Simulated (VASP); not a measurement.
Here is a VASP 6.6.1 calculation.

File INCAR:

```
PREC = Accurate
ENCUT = 520
EDIFF = 1E-6
ISMEAR = 0
SIGMA = 0.05
LREAL = False
LASPH = True
NELM = 80
ALGO = Normal
ISIF = 2
LWAVE = False
LCHARG = False
GGA = PS
NBANDS = 21
```

Contents of KPOINTS:

```
Automatic mesh
0
Gamma
  12 12 4
```

POSCAR

```
SiC
1.0
    3.0807515649      0.0000000000      0.0000000000
   -1.5403757825      2.6680091180      0.0000000000
    0.0000000000      0.0000000000      7.5462693584
Si C
3 3
Direct
    0.0000000000      0.0000000000      0.0000000000
    0.3333333333      0.6666666667      0.3333333333
    0.6666666667      0.3333333333      0.6666666667
    0.6666666667      0.3333333333      0.4166666667
    0.3333333333      0.6666666667      0.0833333333
    1.0000000000      0.0000000000      0.7500000000
```

Potentials or basis: VASP PAW PBE potentials, release 64 (Si, C).

Command:

```sh
$ cat potpaw_PBE.64/Si/POTCAR potpaw_PBE.64/C/POTCAR > POTCAR
$ mpirun -np 1 vasp_std > vasp.out
```

Q: What does it give for the pressure?

A: 0.3 GPa.

Q: What does it give for the band gap on the k mesh?

A: 1.23 eV.

Caveat: the PAW data sets were made with another functional, which shifts forces and pressure a little.

**The experiment to reproduce.**

“Insight into the structural, elastic and electronic properties of a new orthorhombic 6O-SiC polytype”, 2020, pmc:7200658 quotes, for a bulk crystal of SiC: band gap 2.4 eV (indirect).

A measured gap of SiC is 2.4 eV (indirect; quoted in “Insight into the structural, elastic and electronic properties of a new orthorhombic 6O-SiC polytype”, 2020, pmc:7200658); the calculated 1.23 eV misses it by -1.17 eV. The value is that of PBEsol on a finite k mesh, which can miss the band edges, without temperature or zero-point motion. Semilocal functionals fall short of measured gaps as a rule.
